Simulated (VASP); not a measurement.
# Mg2Bi2Mo in VASP: density of states with PBE

Aim: the density of states of Mg2Bi2Mo with PBE.

Program: VASP 6.6.1. These are calculated values, not measurements. Logs are shortened: lines on timing, memory, paths and dates and some standing lists are left out, and cuts for length are marked.

## 1. The cell of the first run

The typed cell holds 5 atoms: a = 4.585 Å, b = 4.585 Å, c = 7.756 Å, α = 90.00°, β = 90.00°, γ = 60.00°.

## 2. Density of states, PBE

Contents of POSCAR:

```
Mg2Bi2Mo
1.0
    2.2927359100      3.9711317100      0.0000000000
   -2.2927359100      3.9711317100      0.0000000000
    0.0000000000      0.0000000000      7.7556741300
Bi Mg Mo
2 2 1
Direct
    0.3333000000      0.3334000000      0.2641000000
    0.6667000000      0.6666000000      0.7359000000
    0.3333000000      0.3334000000      0.6274000000
    0.6667000000      0.6666000000      0.3726000000
    0.0000000000      0.0000000000      0.0000000000
```

Contents of INCAR.step1:

```
PREC = Accurate ; ENCUT = 520
EDIFF = 1E-6 ; ISMEAR = -1
SIGMA = 0.1 ; LREAL = False
LASPH = True ; NELM = 100
ALGO = Normal ; ISIF = 2
LWAVE = False ; LCHARG = True
LMAXMIX = 4 ; GGA = PE
NBANDS = 32
```

Contents of KPOINTS.step1:

```
regular mesh
0
Gamma
  9 9 5
```

Contents of INCAR.step2:

```
PREC = Accurate ; ENCUT = 520
EDIFF = 1E-6 ; ISMEAR = -5
SIGMA = 0.1 ; LREAL = False
LASPH = True ; NELM = 100
ALGO = Normal ; ISIF = 2
LWAVE = False ; LCHARG = False
LMAXMIX = 4 ; GGA = PE
LORBIT = 10 ; NEDOS = 2001
ICHARG = 11
```

Contents of KPOINTS.step2:

```
regular mesh
0
Gamma
  14 14 8
```

Potentials or basis: VASP PAW PBE potentials, release 64 (Bi_d, Mg, Mo_sv).

On the command line:

```console
$ cat potpaw_PBE.64/Bi_d/POTCAR potpaw_PBE.64/Mg/POTCAR potpaw_PBE.64/Mo_sv/POTCAR > POTCAR
$ cp INCAR.step1 INCAR
$ cp KPOINTS.step1 KPOINTS
$ mpirun -np 1 vasp_std > vasp.out
$ cp INCAR.step2 INCAR
$ cp KPOINTS.step2 KPOINTS
$ mpirun -np 1 vasp_std > vasp.out
```

OUTCAR:

```text
PREC = Accurate
   ENCUT = 520
   EDIFF = 1E-6
   ISMEAR = -5
   LREAL = False
   LASPH = True
   NELM = 100
   ISIF = 2
   GGA = PE
   LORBIT = 10
   ICHARG = 11

 ion  position               nearest neighbor table
   1  0.333  0.333  0.264-   4 2.78   4 2.78   4 2.78   3 2.82   5 3.35   5 3.35   5 3.35
   2  0.667  0.667  0.736-   3 2.78   3 2.78   3 2.78   4 2.82   5 3.35   5 3.35   5 3.35
   3  0.333  0.333  0.627-   2 2.78   2 2.78   2 2.78   1 2.82   4 3.30   4 3.30   4 3.30
   4  0.667  0.667  0.373-   1 2.78   1 2.78   1 2.78   2 2.82   3 3.30   3 3.30   3 3.30
   5  0.000  0.000  0.000-   2 3.35   1 3.35   2 3.35   1 3.35   2 3.35   1 3.35

  LATTYP: Found a hexagonal cell.
 ALAT       =     4.5854688976
 C/A-ratio  =     1.6913590089

  Lattice vectors:

 A1 = (   2.2927359100,  -3.9711317100,   0.0000000000)
 A2 = (   2.2927359100,   3.9711317100,   0.0000000000)
 A3 = (   0.0000000000,   0.0000000000,   7.7556741300)

Analysis of symmetry for initial positions (statically):
=====================================================================
 Subroutine PRICEL returns:
 Original cell was already a primitive cell.

 Routine SETGRP: Setting up the symmetry group for a
 hexagonal supercell.

 Subroutine GETGRP returns: Found  4 space group operations
 (whereof  4 operations were pure point group operations)
 out of a pool of 24 trial point group operations.

The static configuration has the point symmetry C_2h.

Analysis of symmetry for dynamics (positions and initial velocities):
=====================================================================
 Subroutine PRICEL returns:
 Original cell was already a primitive cell.

 Routine SETGRP: Setting up the symmetry group for a
 hexagonal supercell.

 Subroutine GETGRP returns: Found  4 space group operations
 (whereof  4 operations were pure point group operations)
 out of a pool of 24 trial point group operations.

The dynamic configuration has the point symmetry C_2h.

 Subroutine INISYM returns: Found  4 space group operations
 (whereof  4 operations are pure point group operations),
 and found     1 'primitive' translations

----------------------------------------------------------------------------------------

                                     Primitive cell

  volume of cell :     141.2270

  direct lattice vectors                    reciprocal lattice vectors
[... 105 lines left out ...]
   PSTRESS=    0.0 pullay stress
   NELECT =      48.0000    total number of electrons
   NUPDOWN=      -1.0000    fix difference up-down
   EMIN   =  10.00;   EMAX   =-10.00  energy-range for DOS
   EFERMI =   0.00;   METHOD = LEGACY
   ISMEAR =    -5;   SIGMA  =   0.10  broadening in eV -4-tet -1-fermi 0-gaus
   EFERMI_NEDOS =   21; number of points for ismear=-14 and -15
   IALGO  =     38    algorithm
   IMIX   =      4    mixing-type and parameters
     AMIX     =   0.40;   BMIX     =  1.00
     AMIX_MAG =   1.60;   BMIX_MAG =  1.00
  volume/ion in A,a.u.               =      28.25       190.61
  Fermi-wavevector in a.u.,A,eV,Ry     =   1.142482  2.158978 17.759204  1.305265
  Thomas-Fermi vector in A             =   2.279180
   LORBIT       =     10    0 simple, 1 ext, 2 COOP (PROOUT), +10 PAW based schemes
   GGA     = PE    functional components
   LHFCALC =     F    Hartree Fock is set to
   AEXX    =    0.0000 exact exchange contribution
   IVDW    =     0    specifies the selected vdW correction
   LEPSILON=     F    determine dielectric tensor
   LRPA    =     F    only Hartree local field effects (RPA)
 non-spin polarized calculation
 Fermi weights with tetrahedron method with Bloechl corrections
  energy-cutoff  :      520.00
  volume of cell :      141.23
 maximum number of plane-waves:      3851
 NGX is ok and might be reduce to    36

 number of electron      47.9999992 magnetization

 Free energy of the ion-electron system (eV)
  ---------------------------------------------------
  ext. energy  EPLUGINS =         0.00000000
  ---------------------------------------------------
  free energy    TOTEN  =       -17.39353069 eV

  energy without entropy =      -17.39353069  energy(sigma->0) =      -17.39353069

 E-fermi :   5.2859     XC(G=0):  -9.3327

 val. band max:        5.3317121181   @ k =   0.4286   0.2143   0.0000
 cond. band min:       5.2712591472   @ k =  -0.3571   0.2857   0.2500
 fundamental gap:     -0.0604529709
 Fermi energy:         5.2858595089

 k-point     1 :       0.0000    0.0000    0.0000
  band No.  band energies     occupation
      1     -55.8110      2.00000
      2     -29.8863      2.00000
      3     -29.8708      2.00000
      4     -29.8708      2.00000
      5     -17.3218      2.00000
      6     -17.3217      2.00000
[... 733 lines left out ...]
     27       6.2862      0.00000
     28       7.3962      0.00000

 [... further k-points ...]

------------------------ aborting loop because EDIFF is reached ----------------------------------------

  FORCE on cell =-STRESS in cart. coord.  units (eV):
  Direction    XX          YY          ZZ          XY          YZ          ZX
  --------------------------------------------------------------------------------------
  -------------------------------------------------------------------------------------
  Total       -1.0198102     -1.0077528     -3.8183724      0.0104405      0.0050687     -0.0087791
  in kB      -11.5694327    -11.4326448    -43.3182585      0.1184448      0.0575023     -0.0995965
  external PRESSURE =     -22.1067787 kB  Pullay stress =       0.0000000 kB

 VOLUME and BASIS-vectors are now :
 -----------------------------------------------------------------------------
  energy-cutoff  :      520.00
  volume of cell :      141.23
      direct lattice vectors                 reciprocal lattice vectors
     2.292735910  3.971131710  0.000000000     0.218080067  0.125908692  0.000000000
    -2.292735910  3.971131710  0.000000000    -0.218080067  0.125908692  0.000000000
     0.000000000  0.000000000  7.755674130     0.000000000  0.000000000  0.128937857

 POSITION                                       TOTAL-FORCE (eV/Angst)
 -----------------------------------------------------------------------------------
     -0.00023      2.64755      2.04827         0.002074     -0.001198     -2.469137
      0.00023      5.29471      5.70740        -0.002074      0.001198      2.469137
     -0.00023      2.64755      4.86591         0.002638     -0.001523      0.591245
      0.00023      5.29471      2.88976        -0.002638      0.001523     -0.591245
      0.00000      0.00000      0.00000         0.000000      0.000000      0.000000
 -----------------------------------------------------------------------------------
    total drift:                               -0.000000      0.000000     -0.000000

  FREE ENERGIE OF THE ION-ELECTRON SYSTEM (eV)
  ---------------------------------------------------
  free  energy   TOTEN  =       -17.3935306944 eV

  energy  without entropy=      -17.3935306944  energy(sigma->0) =      -17.39353069

 total charge

# of ion       s       p       d       tot
------------------------------------------
    1        1.447   1.666   9.894  13.007
    2        1.447   1.666   9.894  13.007
    3        0.199   0.142   0.027   0.368
    4        0.199   0.142   0.027   0.368
    5        2.153   6.005   3.795  11.952
--------------------------------------------------
tot          5.445   9.620  23.636  38.701
```

OUTCAR.step1:

```text
PREC = Accurate
   ENCUT = 520
   EDIFF = 1E-6
   ISMEAR = -1
   LREAL = False
   LASPH = True
[... 1073 lines left out ...]
     -0.00023      2.64755      4.86591         0.002380     -0.001374      0.582785
      0.00023      5.29471      2.88976        -0.002380      0.001374     -0.582785
      0.00000      0.00000      0.00000        -0.000000      0.000000      0.000000
 -----------------------------------------------------------------------------------
    total drift:                               -0.000000      0.000000      0.000000

  FREE ENERGIE OF THE ION-ELECTRON SYSTEM (eV)
  ---------------------------------------------------
  free  energy   TOTEN  =       -17.5423334760 eV

  energy  without entropy=      -17.2748048453  energy(sigma->0) =      -17.40856916
```

It took 12 min on 1 thread of Intel Xeon 6975P-C (Granite Rapids), shared host; peak memory 1.6 GiB.

What came out:

| Property | Result |
| --- | --- |
| Valence electrons inside the program's atomic spheres | Bi 13.01; Mg 0.37; Mo 11.95 |

Caveat: spin-orbit coupling is left out, which moves the levels of the heavy elements; tetrahedron occupations give inexact forces and stress in metals.
